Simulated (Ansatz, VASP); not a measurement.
Zn in VASP and in Ansatz

Contents of INCAR:

```
SYSTEM = Zn
PREC = Accurate
ENCUT = 400
EDIFF = 1E-6
ISMEAR = -1
SIGMA = 0.1
LREAL = .False.
LASPH = .True.
NELM = 120
ALGO = Normal
ISIF = 2
LWAVE = .False.
LCHARG = .True.
LDIPOL = .True.
IDIPOL = 3
DIPOL = 0.5 0.5 0.500
GGA = PE
LELF = .True.
LVHAR = .True.
LVACPOTAV = .True.
NBANDS = 32
GGA_COMPAT = .False.
NELMDL = -8
```

The input KPOINTS:

```
regular mesh
0
Gamma
  14 7 1
  0 0 0
```

The input POSCAR:

```
Zn
1.0
    2.6358128869      0.0000000000      0.0000000000
    0.0000000000      5.0929170809      0.0000000000
    0.0000000000      0.0000000000     11.4749000000
Zn
4
Direct
    0.0000000000      0.7500000000      0.3921610222
    0.5000000000      0.2500000000      0.3922386449
    0.5000000000      0.7500000000      0.6077613614
    0.0000000000      0.2500000000      0.6078389778
```

Input for Ansatz:

```yaml
crystal:
  lattice:
    - [2.6358128869, 0.0, 0.0]
    - [0.0, 5.0929170809, 0.0]
    - [0.0, 0.0, 11.4749]
  atoms:
    - { symbol: Zn, position: [0.0, 0.75, 0.3921610222] }
    - { symbol: Zn, position: [0.5, 0.25, 0.3922386449] }
    - { symbol: Zn, position: [0.5, 0.75, 0.6077613614] }
    - { symbol: Zn, position: [0.0, 0.25, 0.6078389778] }
kpoints:
  mp_grid: { grid: [14, 7, 1] }
scf:
  occupations: { method: fermi_dirac, width: 0.1 }
hamiltonian:
  xc: pbe
  pseudopotentials: { kind: all_electron, lapw: { basis_error: 0.001 } }
output:
  forces: true
  stress: true
  eigenvalues: true
efield:
  axis: 3
  amplitude: 0
  dipole_correction: true
```

Alike in both runs: task single point; functional PBE; k mesh 14 × 7 × 1; occupations fermi-dirac, width 0.1 eV; no spin polarisation.

|  | VASP | Ansatz |
| --- | --- | --- |
| version | VASP 6.6.1 | Ansatz 0.2.0 |
| potentials or method | VASP PAW PBE potentials, release 64 (Zn), cutoff 400 eV | all-electron LAPW, scalar-relativistic |

Ansatz gave:

| Item | Value |
| --- | --- |
| rms of the force components (eV/Å) | 0.000 |

Problem. Which values does VASP return?

Solution. rms of the force components (eV/Å): 0.004.

Atom by atom the forces differ by 0.004 eV/Å (rms over components). Ansatz ran all-electron here, and VASP with PAW potentials. Ansatz's warnings: vacuum density over bound.
